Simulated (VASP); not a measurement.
# Sr (Cm) in VASP: notebook

The runs below take Sr through single point, with PBEsol.

Everything below comes from runs of VASP 6.6.1. Logs are shortened: lines on timing, memory, paths and dates and some standing lists are left out, and cuts for length are marked.

## 1. The cell of the first run

It takes space group Cm (No. 8, monoclinic). Conventional cell: a = 7.066 Å, b = 12.239 Å, c = 3.817 Å, α = 90.00°, β = 90.00°, γ = 90.00°. Sr (site symmetry m) has 8 Sr at 3.82 to 4.09 Å within 5.0 Å. Sr (site symmetry 1) has 8 Sr at 3.82 to 4.09 Å within 5.0 Å.

This isn't the form of Sr at room conditions, which is fcc.

## 2. Single point, PBEsol

INCAR

```
SYSTEM = Sr
PREC = Accurate
ENCUT = 520
EDIFF = 1E-7
ISMEAR = 0
SIGMA = 0.1
LREAL = .FALSE.
LASPH = .TRUE.
NELM = 60
ALGO = Normal
ISIF = 2
LWAVE = .FALSE.
LCHARG = .FALSE.
GGA = PS
NBANDS = 22
```

KPOINTS

```
regular mesh
0
G
  5 5 8
  0 0 0
```

POSCAR

```
Sr
1.0
    7.0659520000      0.0000000000      0.0000000000
   -3.5329760000      6.1192940000      0.0000000000
    0.0000000000      0.0000000000      3.8166330000
Sr
3
Direct
    0.0000000000      0.6657830000      0.0026201104
    0.3342170000      0.3342170000      0.0000000000
    0.6657830000      0.0000000000      0.0000000000
```

Potentials or basis: VASP PAW PBE potentials, release 64 (Sr_sv).

On the command line:

```
cat potpaw_PBE.64/Sr_sv/POTCAR > POTCAR
mpirun -np 1 vasp_std > vasp.out
```

OUTCAR:

```text
SYSTEM = Sr
   PREC = Accurate
   ENCUT = 520
   EDIFF = 1E-7
   ISMEAR = 0
   LREAL = .FALSE.
   LASPH = .TRUE.
   NELM = 60
   ISIF = 2
   GGA = PS

 ion  position               nearest neighbor table
   1  0.000  0.666  0.003-   2 4.07   2 4.07   3 4.07   3 4.07   3 4.09   2 4.09
   2  0.334  0.334  0.000-   3 4.07   3 4.07   1 4.07   1 4.07   3 4.09   1 4.09
   3  0.666  0.000  0.000-   2 4.07   2 4.07   1 4.07   1 4.07   2 4.09   1 4.09

  LATTYP: Found a hexagonal cell.
 ALAT       =     7.0659520000
 C/A-ratio  =     0.5401442014

  Lattice vectors:

 A1 = (   7.0659520000,   0.0000000000,   0.0000000000)
 A2 = (  -3.5329760000,   6.1192940000,   0.0000000000)
 A3 = (   0.0000000000,   0.0000000000,   3.8166330000)

Analysis of symmetry for initial positions (statically):
=====================================================================
 Subroutine PRICEL returns:
 Original cell was already a primitive cell.

 Routine SETGRP: Setting up the symmetry group for a
 hexagonal supercell.

 Subroutine GETGRP returns: Found  2 space group operations
 (whereof  2 operations were pure point group operations)
 out of a pool of 24 trial point group operations.

The static configuration has the point symmetry C_1h.

Analysis of symmetry for dynamics (positions and initial velocities):
=====================================================================
 Subroutine PRICEL returns:
 Original cell was already a primitive cell.

 Routine SETGRP: Setting up the symmetry group for a
 hexagonal supercell.

 Subroutine GETGRP returns: Found  2 space group operations
 (whereof  2 operations were pure point group operations)
 out of a pool of 24 trial point group operations.

The dynamic configuration has the point symmetry C_1h.

 Subroutine INISYM returns: Found  2 space group operations
 (whereof  2 operations are pure point group operations),
 and found     1 'primitive' translations

----------------------------------------------------------------------------------------

                                     Primitive cell

  volume of cell :     165.0260

  direct lattice vectors                    reciprocal lattice vectors
     7.065952000  0.000000000  0.000000000     0.141523747  0.081708772  0.000000000
    -3.532976000  6.119294000  0.000000000     0.000000000  0.163417545  0.000000000
     0.000000000  0.000000000  3.816633000     0.000000000  0.000000000  0.262011045

  length of vectors
     7.065952000  7.065952057  3.816633000     0.163417546  0.163417545  0.262011045

  position of ions in fractional coordinates (direct lattice)
     0.000000000  0.665783000  0.002620110
     0.334217000  0.334217000  0.000000000
     0.665783000  0.000000000  0.000000000

  ion indices of the primitive-cell ions
   primitive index   ion index
                 1           1
                 2           2
                 3           3

----------------------------------------------------------------------------------------

 KPOINTS: regular mesh

Automatic generation of k-mesh.
 Grid dimensions read from file:
 generate k-points for:    5    5    8

 Generating k-lattice:

  Cartesian coordinates                     Fractional coordinates (reciprocal lattice)
     0.028304749  0.016341754  0.000000000     0.200000000  0.000000000  0.000000000
     0.000000000  0.032683509  0.000000000     0.000000000  0.200000000  0.000000000
     0.000000000  0.000000000  0.032751381     0.000000000  0.000000000  0.125000000

  Length of vectors
     0.032683509  0.032683509  0.032751381

  Shift w.r.t. Gamma in fractional coordinates (k-lattice)
     0.000000000  0.000000000  0.000000000

 Subroutine IBZKPT returns following result:
 ===========================================

 Found     63 irreducible k-points:

 Following reciprocal coordinates:
            Coordinates               Weight
  0.000000  0.000000  0.000000      1.000000
  0.200000  0.000000  0.000000      2.000000
  0.000000  0.200000  0.000000      4.000000
  0.400000 -0.000000  0.000000      2.000000
  0.000000  0.400000  0.000000      4.000000
  0.200000  0.200000  0.000000      4.000000
[... 16 lines left out ...]
  0.400000  0.400000  0.125000      4.000000
 -0.400000 -0.200000  0.125000      2.000000
 [... further k-points ...]
   k-points           NKPTS =     63   k-points in BZ     NKDIM =     63   number of bands    NBANDS=     22
   number of dos      NEDOS =    301   number of ions     NIONS =      3
   total plane-waves  NPLWV =  81648
   dimension x,y,z NGX =    54 NGY =   54 NGZ =   28
   dimension x,y,z NGXF=   108 NGYF=  108 NGZF=   56
   ions per type =               3
   NGX,Y,Z   is equivalent  to a cutoff of  12.70, 12.70, 12.20 a.u.
   NGXF,Y,Z  is equivalent  to a cutoff of  25.41, 25.41, 24.39 a.u.
 SYSTEM =  Sr
   PREC   = accura    normal or accurate (medium, high low for compatibility)
   ISTART =      0    job   : 0-new  1-cont  2-samecut
   ICHARG =      2    charge: 1-file 2-atom 10-const
   ISPIN  =      1    spin polarized calculation?
   LNONCOLLINEAR =      F non collinear calculations
   LSORBIT =      F    spin-orbit coupling
   LASPH  =      T    aspherical Exc in radial PAW
   ENCUT  =  520.0 eV  38.22 Ry    6.18 a.u.  13.14 13.14  7.10*2*pi/ulx,y,z
   NELM   =     60;   NELMIN=  2; NELMDL= -5     # of ELM steps
   EDIFF  = 0.1E-06   stopping-criterion for ELM
   LREAL  =      F    real-space projection
   EDIFFG = 0.1E-05   stopping-criterion for IOM
   NSW    =      0    number of steps for IOM
   IBRION =     -1    ionic relax: 0-MD 1-quasi-New 2-CG
   NFREE  =      0    steps in history (QN), initial steepest desc. (CG)
   ISIF   =      2    stress and relaxation
   ISYM   =      2    0-nonsym 1-usesym 2-fastsym
   POTIM  = 0.5000    time-step for ionic-motion
   TEBEG  =    0.0;   TEEND  =   0.0 temperature during run
   PSTRESS=    0.0 pullay stress
   NELECT =      30.0000    total number of electrons
   NUPDOWN=      -1.0000    fix difference up-down
   EMIN   =  10.00;   EMAX   =-10.00  energy-range for DOS
   EFERMI =   0.00;   METHOD = LEGACY
   ISMEAR =     0;   SIGMA  =   0.10  broadening in eV -4-tet -1-fermi 0-gaus
   EFERMI_NEDOS =   21; number of points for ismear=-14 and -15
   IALGO  =     38    algorithm
   IMIX   =      4    mixing-type and parameters
     AMIX     =   0.40;   BMIX     =  1.00
     AMIX_MAG =   1.60;   BMIX_MAG =  1.00
  volume/ion in A,a.u.               =      55.01       371.22
  Fermi-wavevector in a.u.,A,eV,Ry     =   0.927394  1.752521 11.701831  0.860060
  Thomas-Fermi vector in A             =   2.053459
   LORBIT       =      0    0 simple, 1 ext, 2 COOP (PROOUT), +10 PAW based schemes
   GGA     = PS    functional components
   LHFCALC =     F    Hartree Fock is set to
   AEXX    =    0.0000 exact exchange contribution
   IVDW    =     0    specifies the selected vdW correction
   LEPSILON=     F    determine dielectric tensor
   LRPA    =     F    only Hartree local field effects (RPA)
 non-spin polarized calculation
 Gauss-broadening in eV      SIGMA  =   0.10
  energy-cutoff  :      520.00
  volume of cell :      165.03
 maximum number of plane-waves:      4480
 NGX is ok and might be reduce to    54
   NGX = 27   NGY = 27   NGZ = 15

 number of electron      30.0000000 magnetization

 Free energy of the ion-electron system (eV)
  ---------------------------------------------------
  ext. energy  EPLUGINS =         0.00000000
  ---------------------------------------------------
  free energy    TOTEN  =        -4.85114786 eV

  energy without entropy =       -4.82964988  energy(sigma->0) =       -4.84039887

 E-fermi :   1.4046     XC(G=0):  -7.4223

 val. band max:        1.3946856983   @ k =   0.2000   0.0000   0.5000
 cond. band min:       1.4060159220   @ k =   0.0000   0.2000   0.3750
 fundamental gap:      0.0113302238
 Fermi energy:         1.4045605572

 k-point     1 :       0.0000    0.0000    0.0000
  band No.  band energies     occupation
      1     -35.2150      2.00000
      2     -35.1954      2.00000
      3     -35.1954      2.00000
      4     -17.2717      2.00000
      5     -17.2697      2.00000
      6     -17.2697      2.00000
[... 14 lines left out ...]
     21       3.7521      0.00000
     22       3.7521      0.00000

 k-point     2 :       0.2000    0.0000    0.0000
  band No.  band energies     occupation
      1     -35.2128      2.00000
      2     -35.1968      2.00000
      3     -35.1962      2.00000
      4     -17.3133      2.00000
      5     -17.2978      2.00000
      6     -17.2184      2.00000
[... 14 lines left out ...]
     21       3.3821      0.00000
     22       3.9556      0.00000

 k-point     3 :       0.0000    0.2000    0.0000
  band No.  band energies     occupation
      1     -35.2128      2.00000
      2     -35.1968      2.00000
      3     -35.1962      2.00000
      4     -17.3133      2.00000
      5     -17.2978      2.00000
      6     -17.2184      2.00000
[... 14 lines left out ...]
     21       3.3821      0.00000
     22       3.9556      0.00000

 k-point     4 :       0.4000   -0.0000    0.0000
  band No.  band energies     occupation
      1     -35.2073      2.00000
      2     -35.2011      2.00000
      3     -35.1974      2.00000
      4     -17.3383      2.00000
      5     -17.2729      2.00000
      6     -17.2051      2.00000
[... 14 lines left out ...]
     21       2.6787      0.00000
     22       4.5301      0.00000

 k-point     5 :       0.0000    0.4000    0.0000
  band No.  band energies     occupation
      1     -35.2073      2.00000
      2     -35.2011      2.00000
      3     -35.1974      2.00000
      4     -17.3383      2.00000
      5     -17.2729      2.00000
      6     -17.2051      2.00000
[... 417 lines left out ...]
 k-point    22 :      -0.2000   -0.4000    0.1250
  band No.  band energies     occupation
      1     -35.2005      2.00000
      2     -35.2003      2.00000
      3     -35.1964      2.00000
      4     -17.3138      2.00000
      5     -17.2571      2.00000
      6     -17.2555      2.00000
[... 14 lines left out ...]
     21       2.7501      0.00000
     22       4.5318      0.00000

 k-point    23 :       0.4000    0.4000    0.1250
  band No.  band energies     occupation
      1     -35.2005      2.00000
      2     -35.2003      2.00000
      3     -35.1964      2.00000
      4     -17.3138      2.00000
      5     -17.2571      2.00000
      6     -17.2555      2.00000
[... 14 lines left out ...]
     21       2.7501      0.00000
     22       4.5142      0.00000

 k-point    24 :      -0.4000   -0.2000    0.1250
  band No.  band energies     occupation
      1     -35.2005      2.00000
      2     -35.2003      2.00000
      3     -35.1964      2.00000
      4     -17.3138      2.00000
      5     -17.2570      2.00000
      6     -17.2555      2.00000
[... 14 lines left out ...]
     21       2.7501      0.00000
     22       4.5065      0.00000

 [... further k-points ...]

------------------------ aborting loop because EDIFF is reached ----------------------------------------

  FORCE on cell =-STRESS in cart. coord.  units (eV):
  Direction    XX          YY          ZZ          XY          YZ          ZX
  --------------------------------------------------------------------------------------
  -------------------------------------------------------------------------------------
  Total       -0.6704950     -0.6704937     -0.4770551     -0.0000011      0.0001237     -0.0000714
  in kB       -6.5095914     -6.5095787     -4.6315536     -0.0000111      0.0012012     -0.0006935
  external PRESSURE =      -5.8835746 kB  Pullay stress =       0.0000000 kB

 VOLUME and BASIS-vectors are now :
 -----------------------------------------------------------------------------
  energy-cutoff  :      520.00
  volume of cell :      165.03
      direct lattice vectors                 reciprocal lattice vectors
     7.065952000  0.000000000  0.000000000     0.141523747  0.081708772  0.000000000
    -3.532976000  6.119294000  0.000000000     0.000000000  0.163417545  0.000000000
     0.000000000  0.000000000  3.816633000     0.000000000  0.000000000  0.262011045

 POSITION                                       TOTAL-FORCE (eV/Angst)
 -----------------------------------------------------------------------------------
     -2.35220      4.07412      0.01000        -0.006645      0.011509      0.005747
      1.18078      2.04517      0.00000        -0.006644     -0.011509     -0.002874
      4.70439      0.00000      0.00000         0.013289     -0.000000     -0.002874
 -----------------------------------------------------------------------------------
    total drift:                               -0.000001      0.000002     -0.000007

  FREE ENERGIE OF THE ION-ELECTRON SYSTEM (eV)
  ---------------------------------------------------
  free  energy   TOTEN  =        -4.8511478550 eV

  energy  without entropy=       -4.8296498755  energy(sigma->0) =       -4.84039887
```

Wall time 2.3 min (1 thread of Intel Xeon Platinum 8559C (Emerald Rapids), shared host); peak memory 0.36 GiB.

What came out:

- Free energy: -4.8511 eV
- Pressure: -0.6 GPa
- Largest force: 0.014 eV/Å
- Band gap on the k mesh: zero (bands 15 and 16 overlap by 0.71 eV)

Forces on the atoms (eV/Å):
```
Sr  -0.007  0.012  0.006
Sr  -0.007 -0.012 -0.003
Sr   0.013  0.000 -0.003
```

Levels at points of the mesh, in eV from the Fermi level:
| k point | band 12 | band 13 | band 14 | band 15 | band 16 | band 17 | band 18 | band 19 |
| --- | --- | --- | --- | --- | --- | --- | --- | --- |
| (0.00, 0.00, 0.00) | -18.44 | -3.54 | 0.12 | 0.12 | 0.12 | 0.12 | 0.26 | 0.26 |
| (0.00, 0.00, 0.50) | -18.48 | -1.38 | -0.20 | 0.47 | 0.48 | 0.48 | 0.49 | 1.70 |

Caveat: the PAW data sets were made with another functional, which shifts forces and pressure a little.

## 3. Single point, PBEsol

INCAR

```
SYSTEM = Sr
ALGO = Normal
EDIFF = 1E-7
ENCUT = 520
GGA = PS
ISIF = 2
ISMEAR = 0
LASPH = .True.
LCHARG = .False.
LREAL = .False.
LWAVE = .False.
NBANDS = 22
NELM = 80
PREC = Accurate
SIGMA = 0.1
```

KPOINTS

```
k-points
0
Gamma
  5 5 8
  0 0 0
```

Edit POSCAR of step 2 so:

```diff
@@ -8,3 +8,3 @@
 Direct
-    0.0000000000      0.6657830000      0.0026201104
+    0.0000000000      0.6657830000      0.0052402209
     0.3342170000      0.3342170000      0.0000000000
```

Potentials or basis: VASP PAW PBE potentials, release 64 (Sr_sv).

On the command line:

```
cat potpaw_PBE.64/Sr_sv/POTCAR > POTCAR
mpirun -np 1 vasp_std > vasp.out
```

Run time: 2 min. Hardware: 1 thread of Intel Xeon Platinum 8559C (Emerald Rapids), shared host; peak memory 0.36 GiB.

The run converged. Its results:

```yaml
Free_energy: -4.8512 eV
Pressure: -0.6 GPa
Largest_force: 0.018 eV/Å
Band_gap_on_the_k_mesh: zero (bands 15 and 16 overlap by 0.71 eV)
```

Forces in eV/Å, atoms in the order of the input:
```
Sr  -0.007  0.012  0.011
Sr  -0.007 -0.012 -0.006
Sr   0.013  0.000 -0.006
```

Stress tensor (GPa, compression positive):
```
-0.65  0.00  0.00
 0.00 -0.65  0.00
 0.00  0.00 -0.46
```

Levels at points of the mesh, in eV from the Fermi level:
| k point | band 12 | band 13 | band 14 | band 15 | band 16 | band 17 | band 18 | band 19 |
| --- | --- | --- | --- | --- | --- | --- | --- | --- |
| (0.00, 0.00, 0.00) | -18.44 | -3.54 | 0.12 | 0.12 | 0.12 | 0.12 | 0.26 | 0.26 |
| (0.00, 0.00, 0.50) | -18.48 | -1.38 | -0.20 | 0.47 | 0.48 | 0.48 | 0.49 | 1.70 |

Caveat: the PAW data sets were made with another functional, which shifts forces and pressure a little.
